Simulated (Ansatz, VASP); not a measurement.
ZrH4 in VASP and in Ansatz

```xyz
5
Lattice="3.5876 -3.5876 0.0000 3.5876 3.5876 0.0000 0.0000 0.0000 3.2978" Properties=species:S:1:pos:R:3 pbc="T T T"
Zr    0.0000    0.0000    0.0000
H     3.5876   -1.3992    0.0000
H     3.5876    1.3992    0.0000
H     5.7760    0.0000    1.6489
H     1.3992    0.0000    1.6489
```

Change from the starting cell: ordered vacancies on the cation sites of rutile (Cmmm, No. 65).

Alike in both runs: task single point; functional PBE; k mesh 4 × 4 × 6; occupations gaussian, width 0.1 eV; no spin polarisation.

|  | VASP | Ansatz |
| --- | --- | --- |
| version | VASP 6.6.1 | Ansatz 0.2.0 |
| potentials or method | VASP PAW PBE potentials, release 64 (Zr_sv, H), cutoff 520 eV | scalar-relativistic, plane waves, PAW |
| valence electrons in the cell | 16 | 16 |

Ansatz gave:

- gap on the k mesh at the Fermi level (eV): none
- pressure (GPa): -8.5
- traceless stress, the component that is largest in VASP (GPa): 3.32
- rms of the force components (eV/Å): 0.589

**Question.** Estimate VASP's values.

**Answer.** gap on the k mesh at the Fermi level (eV): none; pressure (GPa): -8.6; traceless stress, the component that is largest in VASP (GPa): 3.35; rms of the force components (eV/Å): 0.588.

Atom by atom the forces differ by 0.002 eV/Å (rms over components). A gap of «none» marks a metal or a gap that the smearing closes.
